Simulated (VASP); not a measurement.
# Ti (P6_3/mmc) in VASP: notebook, part 2 of 2

VASP 6.6.1. The steps go on from the part before.

## (3) Relaxation of cell and atoms, LDA

This run uses another cell than the first one, of 17.64 Å³/atom.

The input, INCAR:

```
SYSTEM = Ti
  PREC = Accurate
  ENCUT = 600
  EDIFF = 1E-6
  ISMEAR = -1
  SIGMA = 0.05
  LREAL = .False.
  LASPH = .True.
  NELM = 80
  ALGO = Normal
  ISIF = 3
  LWAVE = .False.
  LCHARG = .False.
  GGA = CA
  IBRION = 2
  NSW = 80
  EDIFFG = -0.01
```

The input, KPOINTS:

```
Automatic mesh
0
Gamma
  10 10 6
  0 0 0
```

The input, POSCAR:

```
Ti
1.0
    2.9500000000      0.0000000000      0.0000000000
   -1.4750000000      2.5547749412      0.0000000000
    0.0000000000      0.0000000000      4.6800000000
Ti
2
Direct
    0.6666666667      0.3333333333      0.7500000000
    0.3333333333      0.6666666667      0.2500000000
```

Potentials or basis: VASP PAW LDA potentials, release 64 (Ti_sv).

The run is started by

```bash
$ cat potpaw_LDA.64/Ti_sv/POTCAR > POTCAR
$ mpirun -np 1 vasp_std > vasp.out
```

OUTCAR:

```text
SYSTEM = Ti
   PREC = Accurate
   ENCUT = 600
   EDIFF = 1E-6
   ISMEAR = -1
   LREAL = .False.
   LASPH = .True.
   NELM = 80
   ISIF = 3
   GGA = CA
   IBRION = 2
   NSW = 80
   EDIFFG = -0.01

 ion  position               nearest neighbor table
   1  0.667  0.333  0.750-   2 2.89   2 2.89   2 2.89   2 2.89   2 2.89   2 2.89
   2  0.333  0.667  0.250-   1 2.89   1 2.89   1 2.89   1 2.89   1 2.89   1 2.89

  LATTYP: Found a hexagonal cell.
 ALAT       =     2.9500000000
 C/A-ratio  =     1.5864406780

  Lattice vectors:

 A1 = (   2.9500000000,   0.0000000000,   0.0000000000)
 A2 = (  -1.4750000000,   2.5547749412,   0.0000000000)
 A3 = (   0.0000000000,   0.0000000000,   4.6800000000)

Analysis of symmetry for initial positions (statically):
=====================================================================
 Subroutine PRICEL returns:
[... 366 lines left out ...]
 E-fermi :   8.9376     XC(G=0): -12.1627

 val. band max:        8.8435326736   @ k =   0.1000   0.1000   0.1667
 cond. band min:       8.9470816058   @ k =   0.3000   0.2000   0.3333
 fundamental gap:      0.1035489322
 Fermi energy:         8.9375840649

 k-point     1 :       0.0000    0.0000    0.0000
  band No.  band energies     occupation
      1     -47.1005      2.00000
      2     -46.9001      2.00000
      3     -24.1856      2.00000
      4     -23.3425      2.00000
      5     -23.3425      2.00000
      6     -23.2407      2.00000
[... 433 lines left out ...]
      3     -23.9925      2.00000
      4     -23.8396      2.00000
      5     -23.6934      2.00000
      6     -23.5364      2.00000
[... 8 lines left out ...]
     15      10.2153      0.00000
     16      12.2788      0.00000

 [... further k-points ...]

------------------------ aborting loop because EDIFF is reached ----------------------------------------

  FORCE on cell =-STRESS in cart. coord.  units (eV):
  Direction    XX          YY          ZZ          XY          YZ          ZX
  --------------------------------------------------------------------------------------
  -------------------------------------------------------------------------------------
  Total        0.0065398      0.0065398     -0.0002930     -0.0000000      0.0000000      0.0000000
  in kB        0.3261282      0.3261282     -0.0146115     -0.0000000      0.0000000      0.0000000
  external PRESSURE =       0.2125483 kB  Pullay stress =       0.0000000 kB
[... 17 lines left out ...]
  FREE ENERGIE OF THE ION-ELECTRON SYSTEM (eV)
  ---------------------------------------------------
  free  energy   TOTEN  =       -17.1077801147 eV

  energy  without entropy=      -17.0895790828  energy(sigma->0) =      -17.09867960

 reached required accuracy - stopping structural energy minimisation
```

OSZICAR:

```text
N       E                     dE             d eps       ncg     rms          rms(c)
DAV:   1     0.259072772401E+03    0.25907E+03   -0.14759E+04  1792   0.202E+03
DAV:   2     0.963242960725E+01   -0.24944E+03   -0.24809E+03  1832   0.518E+02
[... 88 lines left out ...]
DAV:   1    -0.171080644129E+02   -0.29474E-03   -0.10670E-02  2144   0.158E+00    0.138E-01
DAV:   2    -0.171078073022E+02    0.25711E-03   -0.11722E-03  2112   0.473E-01    0.548E-02
DAV:   3    -0.171077697936E+02    0.37509E-04   -0.33412E-04  2816   0.162E-01    0.222E-02
DAV:   4    -0.171077745535E+02   -0.47599E-05   -0.36162E-05  2304   0.706E-02    0.811E-03
DAV:   5    -0.171077794617E+02   -0.49082E-05   -0.18491E-05  2840   0.320E-02    0.925E-03
DAV:   6    -0.171077801147E+02   -0.65297E-06   -0.21096E-06  1408   0.170E-02
  11 F= -.17107780E+02 E0= -.17098680E+02  d E =-.112401E-04
```

CONTCAR:

```text
Ti
   1.00000000000000
     2.8648518835217884   -0.0000000000000000   -0.0000000000000000
    -1.4324259417608942    2.4810345092423534   -0.0000000000000000
    -0.0000000000000000   -0.0000000000000000    4.5201732802072705
  Ti
     2
Direct
     0.6666666667000030    0.3333333332999970    0.7500000000000000
     0.3333333332999970    0.6666666667000030    0.2500000000000000

  0.00000000E+00  0.00000000E+00  0.00000000E+00
  0.00000000E+00  0.00000000E+00  0.00000000E+00
```

It took 2 min on 1 thread of Intel Xeon Platinum 8488C (Sapphire Rapids), shared host; peak memory 0.17 GiB.

What came out:

```
Free energy                           : -17.1078 eV
Relaxed volume                        : 16.06 Å³/atom
Relaxed cell                          : a = 2.865 Å, b = 2.865 Å, c = 4.520 Å, α = 90.00°, β = 90.00°, γ = 120.00°
Space group after relaxing (to 0.1 Å) : P6_3/mmc (No. 194)
Energy gained by relaxing             : 51.9 meV/atom
Ionic steps                           : 11
Pressure after relaxing               : 0.0 GPa
Band gap on the k mesh                : zero (bands 12 and 13 overlap by 0.94 eV)
```

Step by step:
```
step  energy change (eV)  largest force (eV/Å)  pressure (GPa)  volume (Å³)
   1              0.0000                0.0000           -9.84        35.27
   2             -0.0438                0.0000            9.54        30.03
   3             -0.1037                0.0000           -0.05        32.16
   4             -0.1037                0.0000            0.11        32.09
   5             -0.1037                0.0000           -0.01        32.14
   6             -0.1038                0.0000            0.05        32.15
   7             -0.1038                0.0000           -0.12        32.17
   8             -0.1038                0.0000           -0.16        32.17
   9             -0.1038                0.0000           -0.17        32.16
  10             -0.1038                0.0000           -0.08        32.16
  11             -0.1038                0.0000            0.02        32.13
```

Final structure:
```
CELL_PARAMETERS angstrom
2.86485 0.00000 0.00000
-1.43243 2.48103 0.00000
0.00000 0.00000 4.52017
ATOMIC_POSITIONS crystal
Ti 0.66667 0.33333 0.75000
Ti 0.33333 0.66667 0.25000
```

Levels at points of the mesh, in eV from the Fermi level:
```
           k point  band 9  band 10  band 11  band 12  band 13  band 14  band 15  band 16
(0.00, 0.00, 0.00)   -6.29    -2.87     0.79     0.79     0.96     1.16     1.35     1.35
(0.50, 0.00, 0.00)   -2.42    -2.40    -2.05    -0.47     0.43     0.71     1.31     3.66
(0.00, 0.00, 0.50)   -4.32    -4.32     0.11     0.11     0.67     0.67     0.67     0.67
(0.50, 0.00, 0.50)   -2.75    -2.75    -0.91    -0.91     1.63     1.63     1.84     1.84
```

LDA usually gives volumes a few per cent too small. Zero-point motion and thermal expansion aren't in these numbers.

The gap in the log of VASP goes by the Fermi energy; the results here count the filled bands.